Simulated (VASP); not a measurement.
# ZnSn (Pm-3m) in VASP: notebook

Aim: see how the results for ZnSn move with the level of theory and the settings. Levels: PBE, PBEsol. Tasks: single point.

Everything below comes from runs of VASP 6.6.1. Logs are shortened: lines on timing, memory, paths and dates and some standing lists are left out, and cuts for length are marked.

### 1 The cell of the first run

It takes space group Pm-3m (No. 221, cubic). Conventional cell: a = 3.366 Å, b = 3.366 Å, c = 3.366 Å, α = 90.00°, β = 90.00°, γ = 90.00°. Within 3.8 Å of Sn (site symmetry m-3m) lie 8 Zn at 2.91 Å and 6 Sn at 3.37 Å. Zn (site symmetry m-3m) has 8 Sn at 2.91 Å and 6 Zn at 3.37 Å within 3.8 Å.

### 2 Single point, PBE

INCAR

```
PREC = Accurate ; ENCUT = 500
EDIFF = 1E-6 ; ISMEAR = -1
SIGMA = 0.1 ; LREAL = F
LASPH = T ; NELM = 120
ALGO = Normal ; ISIF = 2
LWAVE = F ; LCHARG = T
GGA = PE ; LELF = T
LVHAR = T ; NBANDS = 20
GGA_COMPAT = F
```

KPOINTS

```
regular mesh
0
Gamma
  5 5 5
```

POSCAR

```
ZnSn
1.0
    3.3659480000      0.0000000000      0.0000000000
    0.0000000000      3.3659480000      0.0000000000
    0.0000000000      0.0000000000      3.3659480000
Sn Zn
1 1
Direct
    0.0000000000      0.0000000000      0.0000000000
    0.5000000000      0.5000000000      0.5000000000
```

Potentials or basis: VASP PAW PBE potentials, release 64 (Sn_d, Zn).

Command:

```
$ cat potpaw_PBE.64/Sn_d/POTCAR potpaw_PBE.64/Zn/POTCAR > POTCAR
$ mpirun -np 1 vasp_std > vasp.out
```

OUTCAR:

```text
PREC = Accurate
   ENCUT = 500
   EDIFF = 1E-6
   ISMEAR = -1
   LREAL = F
   LASPH = T
   NELM = 120
   ISIF = 2
   GGA = PE

 ion  position               nearest neighbor table
   1  0.000  0.000  0.000-   2 2.91   2 2.91   2 2.91   2 2.91   2 2.91   2 2.91   2 2.91   2 2.91

   2  0.500  0.500  0.500-   1 2.91   1 2.91   1 2.91   1 2.91   1 2.91   1 2.91   1 2.91   1 2.91

  LATTYP: Found a simple cubic cell.
 ALAT       =     3.3659480000

  Lattice vectors:

 A1 = (   3.3659480000,   0.0000000000,   0.0000000000)
 A2 = (   0.0000000000,   3.3659480000,   0.0000000000)
 A3 = (   0.0000000000,   0.0000000000,   3.3659480000)

Analysis of symmetry for initial positions (statically):
=====================================================================
 Subroutine PRICEL returns:
 Original cell was already a primitive cell.

 Routine SETGRP: Setting up the symmetry group for a
 simple cubic supercell.

 Subroutine GETGRP returns: Found 48 space group operations
 (whereof 48 operations were pure point group operations)
 out of a pool of 48 trial point group operations.

The static configuration has the point symmetry O_h .

Analysis of symmetry for dynamics (positions and initial velocities):
=====================================================================
 Subroutine PRICEL returns:
 Original cell was already a primitive cell.

 Routine SETGRP: Setting up the symmetry group for a
 simple cubic supercell.

 Subroutine GETGRP returns: Found 48 space group operations
 (whereof 48 operations were pure point group operations)
 out of a pool of 48 trial point group operations.

The dynamic configuration has the point symmetry O_h .

 Subroutine INISYM returns: Found 48 space group operations
 (whereof 48 operations are pure point group operations),
 and found     1 'primitive' translations

----------------------------------------------------------------------------------------

                                     Primitive cell

  volume of cell :      38.1349

  direct lattice vectors                    reciprocal lattice vectors
     3.365948000  0.000000000  0.000000000     0.297093122  0.000000000  0.000000000
     0.000000000  3.365948000  0.000000000     0.000000000  0.297093122  0.000000000
     0.000000000  0.000000000  3.365948000     0.000000000  0.000000000  0.297093122

  length of vectors
     3.365948000  3.365948000  3.365948000     0.297093122  0.297093122  0.297093122

  position of ions in fractional coordinates (direct lattice)
     0.000000000  0.000000000  0.000000000
     0.500000000  0.500000000  0.500000000

  ion indices of the primitive-cell ions
   primitive index   ion index
                 1           1
                 2           2

----------------------------------------------------------------------------------------

 KPOINTS: regular mesh

Automatic generation of k-mesh.
 Grid dimensions read from file:
 generate k-points for:    5    5    5

 Generating k-lattice:

  Cartesian coordinates                     Fractional coordinates (reciprocal lattice)
     0.059418624  0.000000000  0.000000000     0.200000000  0.000000000  0.000000000
     0.000000000  0.059418624  0.000000000     0.000000000  0.200000000  0.000000000
     0.000000000  0.000000000  0.059418624     0.000000000  0.000000000  0.200000000

  Length of vectors
     0.059418624  0.059418624  0.059418624

  Shift w.r.t. Gamma in fractional coordinates (k-lattice)
     0.000000000  0.000000000  0.000000000

 Subroutine IBZKPT returns following result:
 ===========================================

 Found     10 irreducible k-points:

 Following reciprocal coordinates:
            Coordinates               Weight
  0.000000  0.000000  0.000000      1.000000
  0.200000  0.000000  0.000000      6.000000
  0.400000  0.000000  0.000000      6.000000
  0.200000  0.200000  0.000000     12.000000
  0.400000  0.200000  0.000000     24.000000
  0.400000  0.400000  0.000000     12.000000
  0.200000  0.200000  0.200000      8.000000
  0.400000  0.200000  0.200000     24.000000
  0.400000  0.400000  0.200000     24.000000
  0.400000  0.400000  0.400000      8.000000
   k-points           NKPTS =     10   k-points in BZ     NKDIM =     10   number of bands    NBANDS=     20
   number of dos      NEDOS =    301   number of ions     NIONS =      2
   total plane-waves  NPLWV =  21952
   dimension x,y,z NGX =    28 NGY =   28 NGZ =   28
   dimension x,y,z NGXF=    56 NGYF=   56 NGZF=   56
   ions per type =               1   1
   NGX,Y,Z   is equivalent  to a cutoff of  13.83, 13.83, 13.83 a.u.
   NGXF,Y,Z  is equivalent  to a cutoff of  27.66, 27.66, 27.66 a.u.
 SYSTEM =  unknown system
   PREC   = accura    normal or accurate (medium, high low for compatibility)
   ISTART =      0    job   : 0-new  1-cont  2-samecut
   ICHARG =      2    charge: 1-file 2-atom 10-const
   ISPIN  =      1    spin polarized calculation?
   LNONCOLLINEAR =      F non collinear calculations
   LSORBIT =      F    spin-orbit coupling
   LASPH  =      T    aspherical Exc in radial PAW
   ENCUT  =  500.0 eV  36.75 Ry    6.06 a.u.   6.14  6.14  6.14*2*pi/ulx,y,z
   NELM   =    120;   NELMIN=  2; NELMDL= -5     # of ELM steps
   EDIFF  = 0.1E-05   stopping-criterion for ELM
   LREAL  =      F    real-space projection
   EDIFFG = 0.1E-04   stopping-criterion for IOM
   NSW    =      0    number of steps for IOM
   IBRION =     -1    ionic relax: 0-MD 1-quasi-New 2-CG
   NFREE  =      0    steps in history (QN), initial steepest desc. (CG)
   ISIF   =      2    stress and relaxation
   ISYM   =      2    0-nonsym 1-usesym 2-fastsym
   POTIM  = 0.5000    time-step for ionic-motion
   TEBEG  =    0.0;   TEEND  =   0.0 temperature during run
   PSTRESS=    0.0 pullay stress
   NELECT =      26.0000    total number of electrons
   NUPDOWN=      -1.0000    fix difference up-down
   EMIN   =  10.00;   EMAX   =-10.00  energy-range for DOS
   EFERMI =   0.00;   METHOD = LEGACY
   ISMEAR =    -1;   SIGMA  =   0.10  broadening in eV -4-tet -1-fermi 0-gaus
   EFERMI_NEDOS =   21; number of points for ismear=-14 and -15
   IALGO  =     38    algorithm
   IMIX   =      4    mixing-type and parameters
     AMIX     =   0.40;   BMIX     =  1.00
     AMIX_MAG =   1.60;   BMIX_MAG =  1.00
  volume/ion in A,a.u.               =      19.07       128.67
  Fermi-wavevector in a.u.,A,eV,Ry     =   1.440871  2.722852 28.247195  2.076110
  Thomas-Fermi vector in A             =   2.559567
   LORBIT       =      0    0 simple, 1 ext, 2 COOP (PROOUT), +10 PAW based schemes
   GGA     = PE    functional components
   LHFCALC =     F    Hartree Fock is set to
   AEXX    =    0.0000 exact exchange contribution
   IVDW    =     0    specifies the selected vdW correction
   LEPSILON=     F    determine dielectric tensor
   LRPA    =     F    only Hartree local field effects (RPA)
 non-spin polarized calculation
  energy-cutoff  :      500.00
  volume of cell :       38.13
 maximum number of plane-waves:       984
 NGX is ok and might be reduce to    28
   NGX = 13   NGY = 13   NGZ = 13

 number of electron      25.9999994 magnetization

 Free energy of the ion-electron system (eV)
  ---------------------------------------------------
  ext. energy  EPLUGINS =         0.00000000
  ---------------------------------------------------
  free energy    TOTEN  =        -4.36950066 eV

  energy without entropy =       -4.31313318  energy(sigma->0) =       -4.34131692

 E-fermi :   7.3807     XC(G=0): -11.3405

 val. band max:        7.2109667906   @ k =   0.4000   0.4000   0.2000
 cond. band min:       7.3936809865   @ k =   0.4000   0.2000   0.0000
 fundamental gap:      0.1827141959
 Fermi energy:         7.3806873926

 k-point     1 :       0.0000    0.0000    0.0000
  band No.  band energies     occupation
      1     -14.2789      2.00000
      2     -14.2789      2.00000
      3     -14.1217      2.00000
      4     -14.1217      2.00000
      5     -14.1217      2.00000
      6      -4.3024      2.00000
[... 12 lines left out ...]
     19      21.3374      0.00000
     20      21.3374      0.00000

 k-point     2 :       0.2000    0.0000    0.0000
  band No.  band energies     occupation
      1     -14.2754      2.00000
      2     -14.2286      2.00000
      3     -14.1383      2.00000
      4     -14.1383      2.00000
      5     -14.1196      2.00000
      6      -3.7536      2.00000
[... 12 lines left out ...]
     19      18.4453      0.00000
     20      18.6326      0.00000

 k-point     3 :       0.4000    0.0000    0.0000
  band No.  band energies     occupation
      1     -14.2696      2.00000
      2     -14.1650      2.00000
      3     -14.1650      2.00000
      4     -14.1470      2.00000
      5     -14.1162      2.00000
      6      -2.1846      2.00000
[... 12 lines left out ...]
     19      15.2530      0.00000
     20      16.9415      0.00000

 k-point     4 :       0.2000    0.2000    0.0000
  band No.  band energies     occupation
      1     -14.2495      2.00000
      2     -14.2002      2.00000
      3     -14.1579      2.00000
      4     -14.1369      2.00000
      5     -14.1361      2.00000
      6      -3.2173      2.00000
[... 12 lines left out ...]
     19      17.9474      0.00000
     20      18.8359      0.00000

 k-point     5 :       0.4000    0.2000    0.0000
  band No.  band energies     occupation
      1     -14.2370      2.00000
      2     -14.1894      2.00000
      3     -14.1637      2.00000
      4     -14.1336      2.00000
      5     -14.1247      2.00000
      6      -1.7551      2.00000
[... 12 lines left out ...]
     19      18.6830      0.00000
     20      20.6329      0.00000

 k-point     6 :       0.4000    0.4000    0.0000
  band No.  band energies     occupation
      1     -14.2286      2.00000
      2     -14.2059      2.00000
      3     -14.1617      2.00000
      4     -14.1614      2.00000
      5     -14.0665      2.00000
      6      -1.0263      2.00000
[... 12 lines left out ...]
     19      19.2656      0.00000
     20      19.6993      0.00000

 k-point     7 :       0.2000    0.2000    0.2000
  band No.  band energies     occupation
      1     -14.1978      2.00000
      2     -14.1978      2.00000
      3     -14.1571      2.00000
      4     -14.1551      2.00000
      5     -14.1551      2.00000
      6      -2.7001      2.00000
[... 12 lines left out ...]
     19      18.1449      0.00000
     20      18.1449      0.00000

 k-point     8 :       0.4000    0.2000    0.2000
  band No.  band energies     occupation
      1     -14.1936      2.00000
      2     -14.1893      2.00000
      3     -14.1844      2.00000
      4     -14.1526      2.00000
      5     -14.1132      2.00000
      6      -1.3799      2.00000
[... 12 lines left out ...]
     19      19.5091      0.00000
     20      21.0975      0.00000

 k-point     9 :       0.4000    0.4000    0.2000
  band No.  band energies     occupation
      1     -14.2243      2.00000
      2     -14.1831      2.00000
      3     -14.1827      2.00000
      4     -14.1517      2.00000
      5     -14.0653      2.00000
      6      -0.7985      2.00000
[... 12 lines left out ...]
     19      21.3461      0.00000
     20      23.5151      0.00000

 k-point    10 :       0.4000    0.4000    0.4000
  band No.  band energies     occupation
      1     -14.2189      2.00000
      2     -14.2163      2.00000
      3     -14.2163      2.00000
      4     -14.0632      2.00000
      5     -14.0632      2.00000
      6      -0.4421      2.00000
[... 12 lines left out ...]
     19      26.8813      0.00000
     20      26.8813      0.00000

------------------------ aborting loop because EDIFF is reached ----------------------------------------

  FORCE on cell =-STRESS in cart. coord.  units (eV):
  Direction    XX          YY          ZZ          XY          YZ          ZX
  --------------------------------------------------------------------------------------
  -------------------------------------------------------------------------------------
  Total        2.5059574      2.5059574      2.5059574     -0.0000000     -0.0000000      0.0000000
  in kB      105.2839212    105.2839212    105.2839212     -0.0000000     -0.0000000      0.0000000
  external PRESSURE =     105.2839212 kB  Pullay stress =       0.0000000 kB

 VOLUME and BASIS-vectors are now :
 -----------------------------------------------------------------------------
  energy-cutoff  :      500.00
  volume of cell :       38.13
      direct lattice vectors                 reciprocal lattice vectors
     3.365948000  0.000000000  0.000000000     0.297093122  0.000000000  0.000000000
     0.000000000  3.365948000  0.000000000     0.000000000  0.297093122  0.000000000
     0.000000000  0.000000000  3.365948000     0.000000000  0.000000000  0.297093122

 POSITION                                       TOTAL-FORCE (eV/Angst)
 -----------------------------------------------------------------------------------
      0.00000      0.00000      0.00000         0.000000      0.000000      0.000000
      1.68297      1.68297      1.68297         0.000000      0.000000      0.000000
 -----------------------------------------------------------------------------------
    total drift:                                0.000000      0.000000      0.000000

  FREE ENERGIE OF THE ION-ELECTRON SYSTEM (eV)
  ---------------------------------------------------
  free  energy   TOTEN  =        -4.3695006618 eV

  energy  without entropy=       -4.3131331773  energy(sigma->0) =       -4.34131692
```

It took 8.4 s on 1 thread of Intel Xeon Platinum 8375C at 2.90GHz (Ice Lake), shared host; peak memory 0.15 GiB.

What came out:

```yaml
Free_energy: -4.3695 eV
Pressure: 10.5 GPa
Band_gap_on_the_k_mesh: zero (band 13 reaches 11.31 eV, above the bottom of band 14 at 6.12 eV)
```

Levels at points of the mesh, in eV from the Fermi level:
| k point | band 9 | band 10 | band 11 | band 12 | band 13 | band 14 | band 15 | band 16 |
| --- | --- | --- | --- | --- | --- | --- | --- | --- |
| (0.00, 0.00, 0.00) | -7.22 | -7.22 | -7.22 | 1.36 | 1.36 | 1.36 | 2.91 | 5.82 |

Caveat: the k points lie up to 0.37 Å⁻¹ apart; spin-orbit coupling is left out, which moves the levels of the heavy elements.

### 3 Single point, PBE

INCAR

```
SYSTEM = ZnSn
PREC = Accurate
ENCUT = 500
EDIFF = 1E-6
ISMEAR = -1
SIGMA = 0.1
LREAL = .FALSE.
LASPH = .TRUE.
NELM = 120
ALGO = Normal
ISIF = 2
LWAVE = .FALSE.
LCHARG = .FALSE.
GGA = PE
NBANDS = 20
GGA_COMPAT = .FALSE.
```

KPOINTS

```
Automatic mesh
0
G
  5 5 5
  0 0 0
```

POSCAR is that of step 2.

Potentials or basis: VASP PAW PBE potentials, release 64 (Sn_d, Zn).

Command:

```
$ cat potpaw_PBE.64/Sn_d/POTCAR potpaw_PBE.64/Zn/POTCAR > POTCAR
$ mpirun -np 1 vasp_std > vasp.out
```

Wall time 8.3 s (1 thread of Intel Xeon Platinum 8375C at 2.90GHz (Ice Lake), shared host); peak memory 0.15 GiB.

Results (log left out):

* Free energy: -4.3695 eV
* Pressure: 10.5 GPa
* Band gap on the k mesh: zero (band 13 reaches 11.31 eV, above the bottom of band 14 at 6.12 eV)

Levels at points of the mesh, in eV from the Fermi level:
| k point | band 10 | band 11 | band 12 | band 13 | band 14 | band 15 |
| --- | --- | --- | --- | --- | --- | --- |
| (0.00, 0.00, 0.00) | -7.22 | -7.22 | 1.36 | 1.36 | 1.36 | 2.91 |

Caveat: the k points lie up to 0.37 Å⁻¹ apart; spin-orbit coupling is left out, which moves the levels of the heavy elements.

### 4 Single point, PBEsol

INCAR

```
PREC = Accurate ; ENCUT = 500
EDIFF = 1E-6 ; ISMEAR = -1
SIGMA = 0.1 ; LREAL = F
LASPH = T ; NELM = 120
ALGO = Normal ; ISIF = 2
LWAVE = F ; LCHARG = T
GGA = PS ; LELF = T
LVHAR = T ; NBANDS = 20
GGA_COMPAT = F
```

KPOINTS

```
regular mesh
0
Gamma
  5 5 5
```

POSCAR is that of step 3.

Potentials or basis: VASP PAW PBE potentials, release 64 (Sn_d, Zn).

Command:

```
$ cat potpaw_PBE.64/Sn_d/POTCAR potpaw_PBE.64/Zn/POTCAR > POTCAR
$ mpirun -np 1 vasp_std > vasp.out
```

OUTCAR:

```text
PREC = Accurate
   ENCUT = 500
   EDIFF = 1E-6
   ISMEAR = -1
   LREAL = F
   LASPH = T
   NELM = 120
   ISIF = 2
   GGA = PS

 ion  position               nearest neighbor table
   1  0.000  0.000  0.000-   2 2.91   2 2.91   2 2.91   2 2.91   2 2.91   2 2.91   2 2.91   2 2.91

   2  0.500  0.500  0.500-   1 2.91   1 2.91   1 2.91   1 2.91   1 2.91   1 2.91   1 2.91   1 2.91

  LATTYP: Found a simple cubic cell.
 ALAT       =     3.3659480000

  Lattice vectors:

 A1 = (   3.3659480000,   0.0000000000,   0.0000000000)
 A2 = (   0.0000000000,   3.3659480000,   0.0000000000)
 A3 = (   0.0000000000,   0.0000000000,   3.3659480000)

Analysis of symmetry for initial positions (statically):
=====================================================================
 Subroutine PRICEL returns:
 Original cell was already a primitive cell.

 Routine SETGRP: Setting up the symmetry group for a
 simple cubic supercell.

[... 144 lines left out ...]
  ---------------------------------------------------
  ext. energy  EPLUGINS =         0.00000000
  ---------------------------------------------------
  free energy    TOTEN  =        -5.36017262 eV

  energy without entropy =       -5.30324985  energy(sigma->0) =       -5.33171124

 E-fermi :   7.1992     XC(G=0): -11.4831

 val. band max:        7.0318470481   @ k =   0.4000   0.4000   0.2000
 cond. band min:       7.2126724667   @ k =   0.4000   0.2000   0.0000
 fundamental gap:      0.1808254186
 Fermi energy:         7.1992219959

 k-point     1 :       0.0000    0.0000    0.0000
  band No.  band energies     occupation
      1     -14.3273      2.00000
      2     -14.3273      2.00000
      3     -14.1675      2.00000
      4     -14.1675      2.00000
      5     -14.1675      2.00000
      6      -4.4884      2.00000
[... 219 lines left out ...]
     19      26.7160      0.00000
     20      26.7160      0.00000

------------------------ aborting loop because EDIFF is reached ----------------------------------------

  FORCE on cell =-STRESS in cart. coord.  units (eV):
  Direction    XX          YY          ZZ          XY          YZ          ZX
  --------------------------------------------------------------------------------------
  -------------------------------------------------------------------------------------
  Total        1.5006028      1.5006028      1.5006028     -0.0000000     -0.0000000     -0.0000000
  in kB       63.0455035     63.0455035     63.0455035     -0.0000000     -0.0000000     -0.0000000
  external PRESSURE =      63.0455035 kB  Pullay stress =       0.0000000 kB

 VOLUME and BASIS-vectors are now :
 -----------------------------------------------------------------------------
  energy-cutoff  :      500.00
  volume of cell :       38.13
      direct lattice vectors                 reciprocal lattice vectors
     3.365948000  0.000000000  0.000000000     0.297093122  0.000000000  0.000000000
     0.000000000  3.365948000  0.000000000     0.000000000  0.297093122  0.000000000
     0.000000000  0.000000000  3.365948000     0.000000000  0.000000000  0.297093122

 POSITION                                       TOTAL-FORCE (eV/Angst)
 -----------------------------------------------------------------------------------
      0.00000      0.00000      0.00000         0.000000      0.000000      0.000000
      1.68297      1.68297      1.68297         0.000000      0.000000      0.000000
 -----------------------------------------------------------------------------------
    total drift:                                0.000000      0.000000      0.000000

  FREE ENERGIE OF THE ION-ELECTRON SYSTEM (eV)
  ---------------------------------------------------
  free  energy   TOTEN  =        -5.3601726249 eV

  energy  without entropy=       -5.3032498469  energy(sigma->0) =       -5.33171124
```

Run time: 8.7 s. Hardware: 1 thread of Intel Xeon Platinum 8375C at 2.90GHz (Ice Lake), shared host; peak memory 0.15 GiB.

Results:

```
Free energy            : -5.3602 eV
Pressure               : 6.3 GPa
Band gap on the k mesh : zero (band 13 reaches 11.12 eV, above the bottom of band 14 at 5.94 eV)
```

Caveat: the k points lie up to 0.37 Å⁻¹ apart; the PAW data sets were made with another functional, which shifts forces and pressure a little; spin-orbit coupling is left out, which moves the levels of the heavy elements.
